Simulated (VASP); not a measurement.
# SnO2 (P1) in VASP: single point with LDA

Aim: the single point of SnO2 with LDA.

Everything below comes from runs of VASP 6.6.1. Logs are shortened: lines on timing, memory, paths and dates and some standing lists are left out, and cuts for length are marked.

## Step 1: The cell of the first run

The typed cell holds 6 atoms: a = 5.568 Å, b = 5.919 Å, c = 6.006 Å, α = 139.68°, β = 142.20°, γ = 55.33°.

## Step 2: Single point, LDA (atoms moved at random and the cell strained at random)

The input, INCAR:

```
PREC = Accurate
ENCUT = 520
EDIFF = 1E-6
ISMEAR = 0
SIGMA = 0.05
LREAL = F
LASPH = T
NELM = 80
ALGO = Normal
ISIF = 2
LWAVE = F
LCHARG = F
NBANDS = 35
KPAR = 4
```

The input, KPOINTS:

```
regular mesh
0
Gamma
  10 10 10
```

The input, POSCAR:

```
SnO2
1.0
   -1.9507455919      1.5545247671      4.9776060994
    1.9924607689     -2.0446007297      5.1851949815
    2.1146379233      2.2084930611     -5.1689111318
Sn O
2 4
Direct
    0.7264980561      0.2564789456      0.4714029050
    0.0254177680     -0.0281738759      0.0112815030
    0.8031891024      0.8254087064      0.0562901888
    1.0105959665      0.4012476313      0.4828550136
    0.1239967743      0.2027752026     -0.0497109997
    0.5603023327      0.0922633899      0.5278813893
```

Potentials or basis: VASP PAW LDA potentials, release 64 (Sn_d, O).

Started as:

```console
> cat potpaw_LDA.64/Sn_d/POTCAR potpaw_LDA.64/O/POTCAR > POTCAR
> mpirun -np 4 vasp_std > vasp.out
```

OUTCAR:

```text
PREC = Accurate
   ENCUT = 520
   EDIFF = 1E-6
   ISMEAR = 0
   LREAL = F
   LASPH = T
   NELM = 80
   ISIF = 2

 ion  position               nearest neighbor table
   1  0.726  0.256  0.471-   3 1.91   5 1.95   6 1.98   5 2.06   4 2.13   3 2.26   2 3.01   2 3.12
                             2 3.20   2 3.57
   2  0.025  0.972  0.011-   6 1.86   4 1.91   5 2.06   3 2.11   6 2.19   4 2.25   1 3.01   1 3.12
                             1 3.20   1 3.57
   3  0.803  0.825  0.056-   1 1.91   2 2.11   1 2.26
   4  0.011  0.401  0.483-   2 1.91   1 2.13   2 2.25
   5  0.124  0.203  0.950-   1 1.95   2 2.06   1 2.06
   6  0.560  0.092  0.528-   2 1.86   1 1.98   2 2.19

  LATTYP: Found a triclinic cell.
 ALAT       =     3.7714402404
 B/A-ratio  =     1.4166511530
 C/A-ratio  =     1.5923789919
 COS(alpha) =     0.0212923236
 COS(beta)  =     0.4258795886
 COS(gamma) =     0.6420325317

  Lattice vectors:

 A1 = (  -0.1638923314,  -3.7630178282,   0.1913050324)
 A2 = (   3.9432063608,  -3.5991254968,   0.2075888821)
 A3 = (  -2.1146379233,  -2.2084930611,   5.1689111318)

Analysis of symmetry for initial positions (statically):
=====================================================================
 Subroutine PRICEL returns:
 Original cell was already a primitive cell.

 Routine SETGRP: Setting up the symmetry group for a
 triclinic supercell.

 Subroutine GETGRP returns: Found  1 space group operations
 (whereof  1 operations were pure point group operations)
 out of a pool of  2 trial point group operations.

The static configuration has the point symmetry C_1 .

Analysis of symmetry for dynamics (positions and initial velocities):
=====================================================================
 Subroutine PRICEL returns:
 Original cell was already a primitive cell.

 Routine SETGRP: Setting up the symmetry group for a
 triclinic supercell.

 Subroutine GETGRP returns: Found  1 space group operations
 (whereof  1 operations were pure point group operations)
 out of a pool of  2 trial point group operations.

The dynamic configuration has the point symmetry C_1 .

 Subroutine INISYM returns: Found  1 space group operations
 (whereof  1 operations are pure point group operations),
 and found     1 'primitive' translations

----------------------------------------------------------------------------------------

                                     Primitive cell

  volume of cell :      78.2019

  direct lattice vectors                    reciprocal lattice vectors
    -1.950745592  1.554524767  4.977606099    -0.011292666  0.271907321  0.111556480
     1.992460769 -2.044600730  5.185194981     0.243321643 -0.005659762  0.097126380
     2.114637923  2.208493061 -5.168911132     0.233213473  0.256166248  0.011395714

  length of vectors
     5.567631282  5.919167091  6.005562208     0.294118962  0.262051500  0.346611501

  position of ions in fractional coordinates (direct lattice)
     0.726498056  0.256478946  0.471402905
     0.025417768  0.971826124  0.011281503
     0.803189102  0.825408706  0.056290189
     0.010595966  0.401247631  0.482855014
     0.123996774  0.202775203  0.950289000
     0.560302333  0.092263390  0.527881389

  ion indices of the primitive-cell ions
   primitive index   ion index
                 1           1
                 2           2
                 3           3
                 4           4
                 5           5
                 6           6

----------------------------------------------------------------------------------------

 KPOINTS: regular mesh

Automatic generation of k-mesh.
 Grid dimensions read from file:
 generate k-points for:   10   10   10

 Generating k-lattice:

  Cartesian coordinates                     Fractional coordinates (reciprocal lattice)
    -0.001129267  0.027190732  0.011155648     0.100000000 -0.000000000  0.000000000
     0.024332164 -0.000565976  0.009712638    -0.000000000  0.100000000  0.000000000
     0.023321347  0.025616625  0.001139571     0.000000000 -0.000000000  0.100000000

  Length of vectors
     0.029411896  0.026205150  0.034661150

  Shift w.r.t. Gamma in fractional coordinates (k-lattice)
     0.000000000  0.000000000  0.000000000

 Subroutine IBZKPT returns following result:
 ===========================================

 Found    504 irreducible k-points:

 Following reciprocal coordinates:
            Coordinates               Weight
  0.000000  0.000000  0.000000      1.000000
  0.100000 -0.000000  0.000000      2.000000
  0.200000 -0.000000  0.000000      2.000000
  0.300000 -0.000000  0.000000      2.000000
  0.400000  0.000000  0.000000      2.000000
  0.500000 -0.000000  0.000000      1.000000
[... 16 lines left out ...]
 -0.400000  0.200000 -0.000000      2.000000
 -0.300000  0.200000 -0.000000      2.000000
 [... further k-points ...]
   k-points           NKPTS =    504   k-points in BZ     NKDIM =    504   number of bands    NBANDS=     35
   number of dos      NEDOS =    301   number of ions     NIONS =      6
   total plane-waves  NPLWV =  96768
   dimension x,y,z NGX =    42 NGY =   48 NGZ =   48
   dimension x,y,z NGXF=    84 NGYF=   96 NGZF=   96
   ions per type =               2   4
   NGX,Y,Z   is equivalent  to a cutoff of  12.54, 13.48, 13.29 a.u.
   NGXF,Y,Z  is equivalent  to a cutoff of  25.08, 26.96, 26.57 a.u.
 SYSTEM =  unknown system
   PREC   = accura    normal or accurate (medium, high low for compatibility)
   ISTART =      0    job   : 0-new  1-cont  2-samecut
   ICHARG =      2    charge: 1-file 2-atom 10-const
   ISPIN  =      1    spin polarized calculation?
   LNONCOLLINEAR =      F non collinear calculations
   LSORBIT =      F    spin-orbit coupling
   LASPH  =      T    aspherical Exc in radial PAW
   ENCUT  =  520.0 eV  38.22 Ry    6.18 a.u.  10.35 11.01 11.17*2*pi/ulx,y,z
   NELM   =     80;   NELMIN=  2; NELMDL= -5     # of ELM steps
   EDIFF  = 0.1E-05   stopping-criterion for ELM
   LREAL  =      F    real-space projection
   EDIFFG = 0.1E-04   stopping-criterion for IOM
   NSW    =      0    number of steps for IOM
   IBRION =     -1    ionic relax: 0-MD 1-quasi-New 2-CG
   NFREE  =      0    steps in history (QN), initial steepest desc. (CG)
   ISIF   =      2    stress and relaxation
   ISYM   =      2    0-nonsym 1-usesym 2-fastsym
   POTIM  = 0.5000    time-step for ionic-motion
   TEBEG  =    0.0;   TEEND  =   0.0 temperature during run
   PSTRESS=    0.0 pullay stress
   NELECT =      52.0000    total number of electrons
   NUPDOWN=      -1.0000    fix difference up-down
   EMIN   =  10.00;   EMAX   =-10.00  energy-range for DOS
   EFERMI =   0.00;   METHOD = LEGACY
   ISMEAR =     0;   SIGMA  =   0.05  broadening in eV -4-tet -1-fermi 0-gaus
   EFERMI_NEDOS =   21; number of points for ismear=-14 and -15
   IALGO  =     38    algorithm
   IMIX   =      4    mixing-type and parameters
     AMIX     =   0.40;   BMIX     =  1.00
     AMIX_MAG =   1.60;   BMIX_MAG =  1.00
  volume/ion in A,a.u.               =      13.03        87.96
  Fermi-wavevector in a.u.,A,eV,Ry     =   1.428906  2.700240 27.779986  2.041771
  Thomas-Fermi vector in A             =   2.548917
   LORBIT       =      0    0 simple, 1 ext, 2 COOP (PROOUT), +10 PAW based schemes
   GGA     = CA    functional components
   LHFCALC =     F    Hartree Fock is set to
   AEXX    =    0.0000 exact exchange contribution
   IVDW    =     0    specifies the selected vdW correction
   LEPSILON=     F    determine dielectric tensor
   LRPA    =     F    only Hartree local field effects (RPA)
 non-spin polarized calculation
 Gauss-broadening in eV      SIGMA  =   0.05
  energy-cutoff  :      520.00
  volume of cell :       78.20
 maximum number of plane-waves:      2131
 NGX is ok and might be reduce to    42
   NGX = 21   NGY = 21   NGZ = 23

 number of electron      51.9999998 magnetization

 Free energy of the ion-electron system (eV)
  ---------------------------------------------------
  ext. energy  EPLUGINS =         0.00000000
  ---------------------------------------------------
  free energy    TOTEN  =       -38.35855857 eV

  energy without entropy =      -38.35855857  energy(sigma->0) =      -38.35855857

 E-fermi :   5.3961     XC(G=0): -11.1137

 val. band max:        5.1872623412   @ k =   0.4000   0.3000   0.2000
 cond. band min:       5.6231483086   @ k =   0.0000   0.0000   0.0000
 fundamental gap:      0.4358859674
 Fermi energy:         5.3960700164

 k-point     1 :       0.0000    0.0000    0.0000
  band No.  band energies     occupation
      1     -16.3178      2.00000
      2     -16.0534      2.00000
      3     -15.9371      2.00000
      4     -15.3749      2.00000
      5     -15.2420      2.00000
      6     -15.1908      2.00000
[... 27 lines left out ...]
     34      16.3939      0.00000
     35      16.8457      0.00000

 k-point     2 :       0.1000   -0.0000    0.0000
  band No.  band energies     occupation
      1     -16.3100      2.00000
      2     -16.0483      2.00000
      3     -15.9343      2.00000
      4     -15.3735      2.00000
      5     -15.2379      2.00000
      6     -15.1860      2.00000
[... 27 lines left out ...]
     34      16.0205      0.00000
     35      16.8352      0.00000

 k-point     3 :       0.2000   -0.0000    0.0000
  band No.  band energies     occupation
      1     -16.2978      2.00000
      2     -16.0325      2.00000
      3     -15.9223      2.00000
      4     -15.3653      2.00000
      5     -15.2338      2.00000
      6     -15.1698      2.00000
[... 27 lines left out ...]
     34      15.9676      0.00000
     35      16.6981      0.00000
[... 723 lines left out ...]
 k-point    23 :      -0.4000    0.2000   -0.0000
  band No.  band energies     occupation
      1     -16.2445      2.00000
      2     -15.9697      2.00000
      3     -15.7484      2.00000
      4     -15.3551      2.00000
      5     -15.2270      2.00000
      6     -15.1238      2.00000
[... 27 lines left out ...]
     34      15.9920      0.00000
     35      17.1494      0.00000

 k-point    24 :      -0.3000    0.2000   -0.0000
  band No.  band energies     occupation
      1     -16.2411      2.00000
      2     -15.9704      2.00000
      3     -15.7873      2.00000
      4     -15.3936      2.00000
      5     -15.2167      2.00000
      6     -15.1309      2.00000
[... 27 lines left out ...]
     34      16.2977      0.00000
     35      16.6830      0.00000

 [... further k-points ...]

------------------------ aborting loop because EDIFF is reached ----------------------------------------

  FORCE on cell =-STRESS in cart. coord.  units (eV):
  Direction    XX          YY          ZZ          XY          YZ          ZX
  --------------------------------------------------------------------------------------
  -------------------------------------------------------------------------------------
  Total        4.5467828     12.4446725      7.5339202     -0.8855978      9.0761479      1.2057451
  in kB       93.1531655    254.9628371    154.3527690    -18.1438706    185.9494838     24.7029548
  external PRESSURE =     167.4895905 kB  Pullay stress =       0.0000000 kB

 VOLUME and BASIS-vectors are now :
 -----------------------------------------------------------------------------
  energy-cutoff  :      520.00
  volume of cell :       78.20
      direct lattice vectors                 reciprocal lattice vectors
    -1.950745592  1.554524767  4.977606099    -0.011292666  0.271907321  0.111556480
     1.992460769 -2.044600730  5.185194981     0.243321643 -0.005659762  0.097126380
     2.114637923  2.208493061 -5.168911132     0.233213473  0.256166248  0.011395714

 POSITION                                       TOTAL-FORCE (eV/Angst)
 -----------------------------------------------------------------------------------
      0.09066      1.64605      2.50947         2.234773     -0.853754      1.191535
      1.91060     -1.92257      5.10731        -2.767269     -4.150873     -0.651727
      0.19681     -0.31474      7.98691        -4.712861     -0.437150      1.194221
      1.79986      0.26246     -0.36254         5.975025     -0.746848     -1.449471
      2.17165      1.87687     -3.24332         0.286640      5.693340      2.980630
      0.20710      1.84818      0.53880        -1.016308      0.495285     -3.265188
 -----------------------------------------------------------------------------------
    total drift:                                0.000235      0.000415     -0.000507

  FREE ENERGIE OF THE ION-ELECTRON SYSTEM (eV)
  ---------------------------------------------------
  free  energy   TOTEN  =       -38.3585585671 eV

  energy  without entropy=      -38.3585585671  energy(sigma->0) =      -38.35855857
```

It took 9.4 min on 4 MPI ranks of AMD EPYC 7R43 (Zen 3), shared host; peak memory 1 GiB.

Results:

```
Free energy            : -38.3586 eV
Pressure               : 16.7 GPa
Largest force          : 6.433 eV/Å
Band gap on the k mesh : 0.44 eV (least direct gap 0.93 eV)
```

Forces in eV/Å, atoms in the order of the input:
```
Sn   2.235 -0.854  1.192
Sn  -2.767 -4.151 -0.652
O   -4.713 -0.437  1.194
O    5.975 -0.747 -1.449
O    0.287  5.693  2.981
O   -1.016  0.495 -3.265
```

Caveat: the cell differs from its parent crystal (atoms moved at random and the cell strained at random); the stress differs along the axes, from 9 to 25 GPa; semilocal functionals underestimate gaps, and a narrow one can read as zero; spin-orbit coupling is left out, which moves the levels of the heavy elements; forces of over 1 eV/Å act on the atoms, so gaps and moduli don't describe the material at rest.
